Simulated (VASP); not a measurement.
The system is Sb.

```
Sb
1.0
    -1.87134    1.87134    1.87134
     1.87134   -1.87134    1.87134
     1.87134    1.87134   -1.87134
Sb
1
Direct
  0.00000 0.00000 0.00000
```

This isn't the form of Sb at room conditions, which is rhombohedral.

| Item | Value |
| --- | --- |
| Program | VASP 6.6.1 |
| Task | relaxation of cell and atoms |
| Functional | PBEsol-based screened hybrid with 25 % exact exchange |
| Potentials or basis | VASP PAW PBE potentials, release 64 (Sb_d_GW) |
| Cutoff | 500 eV |
| k mesh | 5 × 5 × 5 |
| Occupations | fermi-dirac, width 0.05 eV |
| Spin | no spin polarisation |

At the start: pressure -2.7 GPa; volume 26.21 Å³/atom.

Task: Where does the relaxation end?

Result: Over 3 steps the energy falls by 9.5 meV/atom and the volume is 25.14 Å³/atom (-4.1 %); space group Im-3m (No. 229, to 0.1 Å) before and after.

Step by step:
| step | energy change (eV) | largest force (eV/Å) | pressure (GPa) | volume (Å³) |
| --- | --- | --- | --- | --- |
| 1 | 0.0000 | 0.0000 | -2.68 | 26.21 |
| 2 | -0.0065 | 0.0000 | 1.83 | 24.59 |
| 3 | -0.0095 | 0.0000 | -0.01 | 25.14 |

Final structure:
```
Sb
1.0
    -1.84541    1.84541    1.84541
     1.84541   -1.84541    1.84541
     1.84541    1.84541   -1.84541
Sb
1
Direct
  0.00000 0.00000 0.00000
```

Caveat: the k points lie up to 0.48 Å⁻¹ apart in the final cell, too coarse for converged energies and pressures of a metal; the PAW data sets were made with another functional, which shifts forces and pressure a little; an odd number of electrons without spin polarisation forces a metal; a magnetic or distorted state may lie lower.
